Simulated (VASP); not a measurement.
Wanted: the native input for a VASP 6.6.1 run.

| Item | Value |
| --- | --- |
| Task | density of states |
| Functional | PBE |
| Dispersion | D3(BJ) |
| Potentials or basis | VASP PAW PBE potentials, release 64 (Ti_sv, S) |
| Cutoff | 400 eV |
| k mesh | 15 × 15 × 8 |
| Occupations | gaussian, width 0.1 eV |
| Spin | no spin polarisation |
| Dipole correction | no |
| k mesh for the DOS | 23 × 23 × 12 |
| Occupations for the DOS | tetrahedron |
| Further INCAR settings | ALGO = Normal; EDIFF = 1e-06; NBANDS = 19 |

The system is TiS2 (mix).

```
CELL_PARAMETERS angstrom
3.36054 0.00000 0.00000
-1.68027 2.91031 0.00000
0.00000 0.00000 5.52014
ATOMIC_POSITIONS crystal
Ti 0.00000 0.00000 0.00000
S 0.33333 0.66667 0.25867
S 0.66667 0.33333 0.74133
```

These files were run (other wordings do the same):

POSCAR

```
TiS2
1.0
    3.3605410184      0.0000000000      0.0000000000
   -1.6802705092      2.9103138924      0.0000000000
    0.0000000000      0.0000000000      5.5201395839
Ti S
1 2
Direct
    0.0000000000      0.0000000000      0.0000000000
    0.3333333333      0.6666666667      0.2586693486
    0.6666666667      0.3333333333      0.7413306514
```

INCAR.step1

```
ALGO = Normal
EDIFF = 1E-6
ENCUT = 400
GGA = PE
GGA_COMPAT = F
ISIF = 2
ISMEAR = 0
IVDW = 12
LASPH = T
LCHARG = T
LMAXMIX = 4
LORBIT = 11
LREAL = F
LWAVE = F
NBANDS = 19
NEDOS = 2001
NELM = 120
PREC = Accurate
SIGMA = 0.1
```

KPOINTS.step1

```
k-points
0
Gamma
  15 15 8
```

INCAR.step2

```
ALGO = Normal
EDIFF = 1E-6
ENCUT = 400
GGA = PE
GGA_COMPAT = F
ICHARG = 11
ISIF = 2
ISMEAR = -5
IVDW = 12
LASPH = T
LCHARG = F
LMAXMIX = 4
LORBIT = 10
LREAL = F
LWAVE = F
NBANDS = 19
NEDOS = 1001
NELM = 120
PREC = Accurate
SIGMA = 0.1
```

KPOINTS.step2

```
k-points
0
Gamma
  23 23 12
```

Potentials or basis: VASP PAW PBE potentials, release 64 (Ti_sv, S).

The run is started by

```bash
$ cat potpaw_PBE.64/Ti_sv/POTCAR potpaw_PBE.64/S/POTCAR > POTCAR
$ cp INCAR.step1 INCAR
$ cp KPOINTS.step1 KPOINTS
$ mpirun -np 1 vasp_std > vasp.out
$ cp INCAR.step2 INCAR
$ cp KPOINTS.step2 KPOINTS
$ mpirun -np 1 vasp_std > vasp.out
```

It gave:

- Valence electrons inside the program's atomic spheres: Ti 10.22; S 3.74
- Dispersion energy per atom: -0.410 eV

Wall time 5.4 min on 1 thread of Intel(R) Xeon(R) Platinum 8259CL CPU @ 2.50GHz (Skylake/Cascade Lake), on a shared host, peak memory 0.48 GiB.
